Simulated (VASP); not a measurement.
# Si7Ge in VASP: further runs

Runs on Si7Ge. Level: PBEsol. Tasks: single point.

Everything below comes from runs of VASP 6.6.1. Logs are shortened: lines on timing, memory, paths and dates and some standing lists are left out, and cuts for length are marked.

## Step 1: The cell of the first run

It takes space group P-43m (No. 215, cubic). Conventional cell: a = 5.178 Å, b = 5.178 Å, c = 5.178 Å, α = 90.00°, β = 90.00°, γ = 90.00°. Within 3.0 Å of Si (site symmetry 3m) lie 3 Si at 2.23 Å and 1 Ge at 2.27 Å. Within 3.0 Å of Si (site symmetry -42m) lie 4 Si at 2.23 Å. Ge (site symmetry -43m) has 4 Si at 2.27 Å within 3.0 Å.

## Step 2: Single point, PBEsol

Contents of INCAR:

```
SYSTEM = Si7Ge
ALGO = Normal
EDIFF = 1E-7
ENCUT = 520
GGA = PS
ISIF = 2
ISMEAR = 0
LASPH = .True.
LCHARG = .False.
LREAL = .False.
LWAVE = .False.
NBANDS = 31
NELM = 60
PREC = Accurate
SIGMA = 0.01
```

Contents of KPOINTS:

```
k-points
0
Gamma
  8 8 8
  0 0 0
```

Contents of POSCAR:

```
Si7Ge
1.0
    5.1784286754      0.0000000000      0.0000000000
    0.0000000000      5.1784286754      0.0000000000
    0.0000000000      0.0000000000      5.1784286754
Si Ge
7 1
Direct
    0.2525836413      0.2525836413      0.2525836413
    0.0000000000      0.5000000000      0.5000000000
    0.5000000000      0.5000000000      0.0000000000
    0.5000000000      0.0000000000      0.5000000000
    0.7474163587      0.2525836413      0.7474163587
    0.7474163587      0.7474163587      0.2525836413
    0.2525836413      0.7474163587      0.7474163587
    0.0000000000      0.0000000000      0.0000000000
```

Potentials or basis: VASP PAW PBE potentials, release 64 (Si, Ge_d).

Started as:

```sh
> cat potpaw_PBE.64/Si/POTCAR potpaw_PBE.64/Ge_d/POTCAR > POTCAR
> mpirun -np 1 vasp_std > vasp.out
```

OUTCAR:

```text
SYSTEM = Si7Ge
   EDIFF = 1E-7
   ENCUT = 520
   GGA = PS
   ISIF = 2
   ISMEAR = 0
   LASPH = .True.
   LREAL = .False.
   NELM = 60
   PREC = Accurate

 ion  position               nearest neighbor table
   1  0.253  0.253  0.253-   2 2.23   3 2.23   4 2.23   8 2.27
   2  0.000  0.500  0.500-   1 2.23   5 2.23   6 2.23   7 2.23
   3  0.500  0.500  0.000-   1 2.23   5 2.23   6 2.23   7 2.23
   4  0.500  0.000  0.500-   1 2.23   5 2.23   6 2.23   7 2.23
   5  0.747  0.253  0.747-   2 2.23   3 2.23   4 2.23   8 2.27
   6  0.747  0.747  0.253-   2 2.23   3 2.23   4 2.23   8 2.27
   7  0.253  0.747  0.747-   2 2.23   3 2.23   4 2.23   8 2.27
   8  0.000  0.000  0.000-   1 2.27   5 2.27   6 2.27   7 2.27

  LATTYP: Found a simple cubic cell.
 ALAT       =     5.1784286754

  Lattice vectors:

 A1 = (   5.1784286754,   0.0000000000,   0.0000000000)
 A2 = (   0.0000000000,   5.1784286754,   0.0000000000)
 A3 = (   0.0000000000,   0.0000000000,   5.1784286754)

Analysis of symmetry for initial positions (statically):
=====================================================================
 Subroutine PRICEL returns:
 Original cell was already a primitive cell.

 Routine SETGRP: Setting up the symmetry group for a
 simple cubic supercell.

 Subroutine GETGRP returns: Found 24 space group operations
 (whereof 24 operations were pure point group operations)
 out of a pool of 48 trial point group operations.

The static configuration has the point symmetry T_d .

Analysis of symmetry for dynamics (positions and initial velocities):
=====================================================================
 Subroutine PRICEL returns:
 Original cell was already a primitive cell.

 Routine SETGRP: Setting up the symmetry group for a
 simple cubic supercell.

 Subroutine GETGRP returns: Found 24 space group operations
 (whereof 24 operations were pure point group operations)
 out of a pool of 48 trial point group operations.

The dynamic configuration has the point symmetry T_d .

 Subroutine INISYM returns: Found 24 space group operations
 (whereof 24 operations are pure point group operations),
 and found     1 'primitive' translations

----------------------------------------------------------------------------------------

                                     Primitive cell

  volume of cell :     138.8654

  direct lattice vectors                    reciprocal lattice vectors
     5.178428675  0.000000000  0.000000000     0.193108772  0.000000000  0.000000000
     0.000000000  5.178428675  0.000000000     0.000000000  0.193108772  0.000000000
     0.000000000  0.000000000  5.178428675     0.000000000  0.000000000  0.193108772

  length of vectors
     5.178428675  5.178428675  5.178428675     0.193108772  0.193108772  0.193108772

  position of ions in fractional coordinates (direct lattice)
     0.252583641  0.252583641  0.252583641
     0.000000000  0.500000000  0.500000000
     0.500000000  0.500000000  0.000000000
     0.500000000  0.000000000  0.500000000
     0.747416359  0.252583641  0.747416359
     0.747416359  0.747416359  0.252583641
     0.252583641  0.747416359  0.747416359
     0.000000000  0.000000000  0.000000000

  ion indices of the primitive-cell ions
   primitive index   ion index
                 1           1
                 2           2
                 3           3
                 4           4
                 5           5
                 6           6
                 7           7
                 8           8

----------------------------------------------------------------------------------------

 KPOINTS: k-points

Automatic generation of k-mesh.
 Grid dimensions read from file:
 generate k-points for:    8    8    8

 Generating k-lattice:

  Cartesian coordinates                     Fractional coordinates (reciprocal lattice)
     0.024138596  0.000000000  0.000000000     0.125000000  0.000000000  0.000000000
     0.000000000  0.024138596  0.000000000     0.000000000  0.125000000  0.000000000
     0.000000000  0.000000000  0.024138596     0.000000000  0.000000000  0.125000000

  Length of vectors
     0.024138596  0.024138596  0.024138596

  Shift w.r.t. Gamma in fractional coordinates (k-lattice)
     0.000000000  0.000000000  0.000000000

 Subroutine IBZKPT returns following result:
 ===========================================

 Found     35 irreducible k-points:

 Following reciprocal coordinates:
            Coordinates               Weight
  0.000000  0.000000  0.000000      1.000000
  0.125000  0.000000  0.000000      6.000000
  0.250000  0.000000  0.000000      6.000000
  0.375000  0.000000  0.000000      6.000000
  0.500000  0.000000  0.000000      3.000000
  0.125000  0.125000  0.000000     12.000000
[... 16 lines left out ...]
  0.375000  0.375000  0.125000     24.000000
  0.500000  0.375000  0.125000     24.000000
 [... further k-points ...]
   k-points           NKPTS =     35   k-points in BZ     NKDIM =     35   number of bands    NBANDS=     31
   number of dos      NEDOS =    301   number of ions     NIONS =      8
   total plane-waves  NPLWV =  64000
   dimension x,y,z NGX =    40 NGY =   40 NGZ =   40
   dimension x,y,z NGXF=    80 NGYF=   80 NGZF=   80
   ions per type =               7   1
   NGX,Y,Z   is equivalent  to a cutoff of  12.84, 12.84, 12.84 a.u.
   NGXF,Y,Z  is equivalent  to a cutoff of  25.68, 25.68, 25.68 a.u.
 SYSTEM =  Si7Ge
   PREC   = accura    normal or accurate (medium, high low for compatibility)
   ISTART =      0    job   : 0-new  1-cont  2-samecut
   ICHARG =      2    charge: 1-file 2-atom 10-const
   ISPIN  =      1    spin polarized calculation?
   LNONCOLLINEAR =      F non collinear calculations
   LSORBIT =      F    spin-orbit coupling
   LASPH  =      T    aspherical Exc in radial PAW
   ENCUT  =  520.0 eV  38.22 Ry    6.18 a.u.   9.63  9.63  9.63*2*pi/ulx,y,z
   NELM   =     60;   NELMIN=  2; NELMDL= -5     # of ELM steps
   EDIFF  = 0.1E-06   stopping-criterion for ELM
   LREAL  =      F    real-space projection
   EDIFFG = 0.1E-05   stopping-criterion for IOM
   NSW    =      0    number of steps for IOM
   IBRION =     -1    ionic relax: 0-MD 1-quasi-New 2-CG
   NFREE  =      0    steps in history (QN), initial steepest desc. (CG)
   ISIF   =      2    stress and relaxation
   ISYM   =      2    0-nonsym 1-usesym 2-fastsym
   POTIM  = 0.5000    time-step for ionic-motion
   TEBEG  =    0.0;   TEEND  =   0.0 temperature during run
   PSTRESS=    0.0 pullay stress
   NELECT =      42.0000    total number of electrons
   NUPDOWN=      -1.0000    fix difference up-down
   EMIN   =  10.00;   EMAX   =-10.00  energy-range for DOS
   EFERMI =   0.00;   METHOD = LEGACY
   ISMEAR =     0;   SIGMA  =   0.01  broadening in eV -4-tet -1-fermi 0-gaus
   EFERMI_NEDOS =   21; number of points for ismear=-14 and -15
   IALGO  =     38    algorithm
   IMIX   =      4    mixing-type and parameters
     AMIX     =   0.40;   BMIX     =  1.00
     AMIX_MAG =   1.60;   BMIX_MAG =  1.00
  volume/ion in A,a.u.               =      17.36       117.14
  Fermi-wavevector in a.u.,A,eV,Ry     =   1.098904  2.076628 16.430273  1.207591
  Thomas-Fermi vector in A             =   2.235290
   LORBIT       =      0    0 simple, 1 ext, 2 COOP (PROOUT), +10 PAW based schemes
   GGA     = PS    functional components
   LHFCALC =     F    Hartree Fock is set to
   AEXX    =    0.0000 exact exchange contribution
   IVDW    =     0    specifies the selected vdW correction
   LEPSILON=     F    determine dielectric tensor
   LRPA    =     F    only Hartree local field effects (RPA)
 non-spin polarized calculation
 Gauss-broadening in eV      SIGMA  =   0.01
  energy-cutoff  :      520.00
  volume of cell :      138.87
 maximum number of plane-waves:      3783
 NGX is ok and might be reduce to    40
   NGX = 19   NGY = 19   NGZ = 19

 number of electron      42.0000015 magnetization

 Free energy of the ion-electron system (eV)
  ---------------------------------------------------
  ext. energy  EPLUGINS =         0.00000000
  ---------------------------------------------------
  free energy    TOTEN  =       -43.81300369 eV

  energy without entropy =      -43.81297356  energy(sigma->0) =      -43.81298862

 E-fermi :   7.3433     XC(G=0): -10.2797

 val. band max:        7.3402701086   @ k =   0.0000   0.0000   0.0000
 cond. band min:       7.4484559826   @ k =   0.1250   0.0000   0.0000
 fundamental gap:      0.1081858740
 Fermi energy:         7.3433158101

 k-point     1 :       0.0000    0.0000    0.0000
  band No.  band energies     occupation
      1     -16.9073      2.00000
      2     -16.9073      2.00000
      3     -16.9073      2.00000
      4     -16.8652      2.00000
      5     -16.8652      2.00000
      6      -5.9228      2.00000
[... 23 lines left out ...]
     30       9.9540      0.00000
     31      12.1214      0.00000

 k-point     2 :       0.1250    0.0000    0.0000
  band No.  band energies     occupation
      1     -16.9073      2.00000
      2     -16.9073      2.00000
      3     -16.9073      2.00000
      4     -16.8652      2.00000
      5     -16.8651      2.00000
      6      -5.8456      2.00000
[... 23 lines left out ...]
     30      10.3840      0.00000
     31      12.4708      0.00000

 k-point     3 :       0.2500    0.0000    0.0000
  band No.  band energies     occupation
      1     -16.9073      2.00000
      2     -16.9073      2.00000
      3     -16.9073      2.00000
      4     -16.8652      2.00000
      5     -16.8650      2.00000
      6      -5.6148      2.00000
[... 23 lines left out ...]
     30      11.3236      0.00000
     31      12.6085      0.00000

 k-point     4 :       0.3750    0.0000    0.0000
  band No.  band energies     occupation
      1     -16.9074      2.00000
      2     -16.9074      2.00000
      3     -16.9073      2.00000
      4     -16.8652      2.00000
      5     -16.8649      2.00000
      6      -5.2350      2.00000
[... 635 lines left out ...]
     30      11.9104      0.00000
     31      12.0683      0.00000

 k-point    23 :       0.3750    0.3750    0.1250
  band No.  band energies     occupation
      1     -16.9076      2.00000
      2     -16.9074      2.00000
      3     -16.9074      2.00000
      4     -16.8649      2.00000
      5     -16.8647      2.00000
      6      -4.5155      2.00000
[... 23 lines left out ...]
     30      12.5622      0.00000
     31      12.6132      0.00000

 k-point    24 :       0.5000    0.3750    0.1250
  band No.  band energies     occupation
      1     -16.9076      2.00000
      2     -16.9074      2.00000
      3     -16.9074      2.00000
      4     -16.8649      2.00000
      5     -16.8646      2.00000
      6      -4.1451      2.00000
[... 23 lines left out ...]
     30      12.4103      0.00000
     31      12.4723      0.00000

 [... further k-points ...]
[... 5 lines left out ...]
  --------------------------------------------------------------------------------------
  -------------------------------------------------------------------------------------
  Total       17.4731749     17.4731749     17.4731749     -0.0000000     -0.0000000      0.0000000
  in kB      201.5990173    201.5990173    201.5990173     -0.0000000     -0.0000000      0.0000000
  external PRESSURE =     201.5990173 kB  Pullay stress =       0.0000000 kB

 VOLUME and BASIS-vectors are now :
 -----------------------------------------------------------------------------
  energy-cutoff  :      520.00
  volume of cell :      138.87
      direct lattice vectors                 reciprocal lattice vectors
     5.178428675  0.000000000  0.000000000     0.193108772  0.000000000  0.000000000
     0.000000000  5.178428675  0.000000000     0.000000000  0.193108772  0.000000000
     0.000000000  0.000000000  5.178428675     0.000000000  0.000000000  0.193108772

 POSITION                                       TOTAL-FORCE (eV/Angst)
 -----------------------------------------------------------------------------------
      1.30799      1.30799      1.30799        -0.008830     -0.008830     -0.008830
      0.00000      2.58921      2.58921        -0.000000     -0.000000      0.000000
      2.58921      2.58921      0.00000         0.000000     -0.000000     -0.000000
      2.58921      0.00000      2.58921         0.000000     -0.000000     -0.000000
      3.87044      1.30799      3.87044         0.008830     -0.008830      0.008830
      3.87044      3.87044      1.30799         0.008830      0.008830     -0.008830
      1.30799      3.87044      3.87044        -0.008830      0.008830      0.008830
      0.00000      0.00000      0.00000        -0.000000     -0.000000      0.000000
 -----------------------------------------------------------------------------------
    total drift:                                0.000000      0.000000     -0.000000

  FREE ENERGIE OF THE ION-ELECTRON SYSTEM (eV)
  ---------------------------------------------------
  free  energy   TOTEN  =       -43.8130036876 eV

  energy  without entropy=      -43.8129735582  energy(sigma->0) =      -43.81298862
```

It took 69 s on 1 thread of Intel Xeon Platinum 8488C (Sapphire Rapids), shared host; peak memory 0.31 GiB.

Results:

| Quantity | Value |
| --- | --- |
| Free energy | -43.8130 eV |
| Pressure | 20.2 GPa |
| Largest force | 0.015 eV/Å |
| Band gap on the k mesh | zero (filled and empty bands touch) |

Forces in eV/Å, atoms in the order of the input:
```
Si  -0.009 -0.009 -0.009
Si   0.000  0.000  0.000
Si   0.000  0.000  0.000
Si   0.000  0.000  0.000
Si   0.009 -0.009  0.009
Si   0.009  0.009 -0.009
Si  -0.009  0.009  0.009
Ge   0.000  0.000  0.000
```

Caveat: the PAW data sets were made with another functional, which shifts forces and pressure a little.

## Step 3: Single point, PBEsol

This run uses another cell than the first one, of 20.34 Å³/atom, 1.172 times its volume.

Contents of INCAR:

```
SYSTEM = Si7Ge
PREC = Accurate ; ENCUT = 520
EDIFF = 1E-6 ; ISMEAR = 0
SIGMA = 0.03 ; LREAL = .FALSE.
LASPH = .TRUE. ; NELM = 80
ALGO = Normal ; ISIF = 2
LWAVE = .FALSE. ; LCHARG = .TRUE.
GGA = PS ; LELF = .TRUE.
LVHAR = .TRUE. ; NBANDS = 31
```

Contents of KPOINTS:

```
Automatic mesh
0
G
  6 6 6
  0 0 0
```

Contents of POSCAR:

```
Si7Ge
1.0
    5.4591768100      0.0000000000      0.0000000000
    0.0000000000      5.4591768100      0.0000000000
    0.0000000000      0.0000000000      5.4591768100
Si Ge
7 1
Direct
    0.2525976818      0.2525976818      0.2525976818
    0.0000000000      0.5000000000      0.5000000000
    0.5000000000      0.5000000000      0.0000000000
    0.5000000000      0.0000000000      0.5000000000
    0.7474023182      0.2525976818      0.7474023182
    0.7474023182      0.7474023182      0.2525976818
    0.2525976818      0.7474023182      0.7474023182
    0.0000000000      0.0000000000      0.0000000000
```

Potentials or basis: VASP PAW PBE potentials, release 64 (Si, Ge_d).

Started as:

```sh
> cat potpaw_PBE.64/Si/POTCAR potpaw_PBE.64/Ge_d/POTCAR > POTCAR
> mpirun -np 1 vasp_std > vasp.out
```

Wall time 65 s (1 thread of Intel Xeon Platinum 8488C (Sapphire Rapids), shared host); peak memory 0.3 GiB.

It converged, with:

| Quantity | Value |
| --- | --- |
| Free energy | -45.1281 eV |
| Pressure | 0.1 GPa |
| Largest force | 0.009 eV/Å |
| Band gap on the k mesh | 0.27 eV, direct |

Forces on the atoms (eV/Å):
```
Si  -0.005 -0.005 -0.005
Si   0.000  0.000  0.000
Si   0.000  0.000  0.000
Si   0.000  0.000  0.000
Si   0.005 -0.005  0.005
Si   0.005  0.005 -0.005
Si  -0.005  0.005  0.005
Ge   0.000  0.000  0.000
```

Levels at points of the mesh, in eV from the valence-band top:
```csv
k point,band 17,band 18,band 19,band 20,band 21,band 22,band 23,band 24,band 25,band 26
"(0.00, 0.00, 0.00)",-2.87,-2.87,0.00,0.00,0.00,0.27,0.66,0.66,0.66,0.73
"(0.50, 0.00, 0.00)",-3.51,-1.98,-1.98,-1.86,-1.86,0.94,1.11,3.01,3.02,4.14
"(0.50, 0.50, 0.00)",-3.79,-1.48,-1.36,-1.29,-1.29,2.25,2.25,2.33,2.52,4.66
"(0.50, 0.50, 0.50)",-1.28,-1.28,-1.10,-1.10,-1.10,0.97,1.42,1.42,1.42,3.18
```

Caveat: the PAW data sets were made with another functional, which shifts forces and pressure a little. A k mesh can miss the band edges.

[end of part 1 of 2]
